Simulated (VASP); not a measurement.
Write the native input for VASP 6.6.1 that does the following.

- Task: single point
- Functional: r2SCAN
- Potentials or basis: VASP PAW PBE potentials, release 64 (Cd, Ag)
- Cutoff: 520 eV
- k mesh: 8 × 8 × 8
- Occupations: gaussian, width 0.1 eV
- Spin: no spin polarisation
- Dipole correction: no
- Further INCAR settings: ALGO = Normal; EDIFF = 1e-06; NBANDS = 43

Crystal: CdAg2.

```
CELL_PARAMETERS angstrom
0.00000 3.93072 3.93072
3.93072 0.00000 3.93072
3.93072 3.93072 0.00000
ATOMIC_POSITIONS crystal
Cd 0.00000 0.00000 0.00000
Cd 0.25000 0.25000 0.25000
Ag 0.62500 0.62500 0.62500
Ag 0.12500 0.62500 0.62500
Ag 0.62500 0.62500 0.12500
Ag 0.62500 0.12500 0.62500
```

These files were run (other wordings do the same):

POSCAR

```
CdAg2
1.0
    0.0000000000      3.9307167436      3.9307167436
    3.9307167436      0.0000000000      3.9307167436
    3.9307167436      3.9307167436      0.0000000000
Cd Ag
2 4
Direct
    0.0000000000      0.0000000000      0.0000000000
    0.2500000000      0.2500000000      0.2500000000
    0.6250000000      0.6250000000      0.6250000000
    0.1250000000      0.6250000000      0.6250000000
    0.6250000000      0.6250000000      0.1250000000
    0.6250000000      0.1250000000      0.6250000000
```

INCAR.step1

```
SYSTEM = CdAg2
PREC = Accurate ; ENCUT = 520
ISMEAR = 0 ; SIGMA = 0.1
LREAL = .FALSE. ; LASPH = .TRUE.
NELM = 80 ; NBANDS = 43
GGA = PE ; ALGO = Normal
EDIFF = 1E-4 ; LWAVE = .TRUE.
LCHARG = .FALSE.
```

INCAR.step2

```
SYSTEM = CdAg2
PREC = Accurate ; ENCUT = 520
EDIFF = 1E-6 ; ISMEAR = 0
SIGMA = 0.1 ; LREAL = .FALSE.
LASPH = .TRUE. ; NELM = 80
ALGO = Normal ; ISIF = 2
LWAVE = .FALSE. ; LCHARG = .FALSE.
METAGGA = R2SCAN ; LMIXTAU = .TRUE.
NBANDS = 43 ; ISTART = 1
```

KPOINTS

```
regular mesh
0
G
  8 8 8
  0 0 0
```

Potentials or basis: VASP PAW PBE potentials, release 64 (Cd, Ag).

Command:

```console
$ cat potpaw_PBE.64/Cd/POTCAR potpaw_PBE.64/Ag/POTCAR > POTCAR
$ cp INCAR.step1 INCAR
$ mpirun -np 1 vasp_std > vasp.out
$ cp INCAR.step2 INCAR
$ mpirun -np 1 vasp_std > vasp.out
```

It gave:

| Property | Result |
| --- | --- |
| Pressure | -2.5 GPa |
| Band gap on the k mesh | zero (bands 34 and 35 overlap by 1.50 eV) |

Caveat: the PAW data sets were made with another functional, which shifts forces and pressure a little.

Wall time 4.2 min on 1 thread of Intel(R) Xeon(R) 6975P-C (Granite Rapids) (shared host), peak memory 0.36 GiB.
